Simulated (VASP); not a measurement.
## W: relaxation of cell and atoms with PBE

The system is W.

```xyz
1
Lattice="-1.5823 1.5823 1.5823 1.5823 -1.5823 1.5823 1.5823 1.5823 -1.5823" Properties=species:S:1:pos:R:3 pbc="T T T"
W     0.0000    0.0000    0.0000
```

```
Program                : VASP 6.6.1
Task                   : relaxation of cell and atoms
Functional             : PBE
Potentials or basis    : VASP PAW PBE potentials, release 64 (W_sv)
Cutoff                 : 600 eV
k mesh                 : 15 × 15 × 15
Occupations            : methfessel-paxton, width 0.05 eV
Spin                   : no spin polarisation
Target pressure        : 6 GPa
Dipole correction      : no
Further INCAR settings : ALGO = Normal; EDIFF = 1e-06; IBRION = 2; EDIFFG = -0.03; NSW = 80; ISIF = 3
```

| Quantity | Value |
| --- | --- |
| Relaxed volume | 15.87 Å³/atom |
| Relaxed cell | a = 2.742 Å, b = 2.742 Å, c = 2.742 Å, α = 109.47°, β = 109.47°, γ = 109.47° |
| Space group after relaxing (to 0.05 Å) | Im-3m (No. 229) |
| Energy change on relaxing (the enthalpy is what falls) | -0.9 meV/atom |
| Ionic steps | 3 |
| Pressure after relaxing | 6.0 GPa |
| Band gap on the k mesh | zero (band 7 reaches 16.06 eV, above the bottom of band 8 at 10.19 eV) |

Step by step:
```tsv
step	energy change (eV)	largest force (eV/Å)	pressure (GPa)	volume (Å³)
1	0.0000	0.0000	6.51	15.85
2	-0.0038	0.0000	4.13	15.96
3	-0.0009	0.0000	6.02	15.87
```

Final structure:
```xyz
1
Lattice="-1.5831 1.5831 1.5831 1.5831 -1.5831 1.5831 1.5831 1.5831 -1.5831" Properties=species:S:1:pos:R:3 pbc="T T T"
W     0.0000    0.0000    0.0000
```

Levels at points of the mesh, in eV from the Fermi level:
```
           k point  band 5  band 6  band 7  band 8  band 9  band 10
(0.00, 0.00, 0.00)   -9.57   -1.17   -1.17   -1.17    2.32     2.32
```

Wall time 26 s on 1 thread of Intel(R) Xeon(R) Platinum 8375C CPU @ 2.90GHz (Ice Lake), on a shared host, peak memory 0.16 GiB.

Caveat: the cell is relaxed towards a set pressure, so the enthalpy falls and the energy may rise; spin-orbit coupling is left out, which moves the levels of the heavy elements.
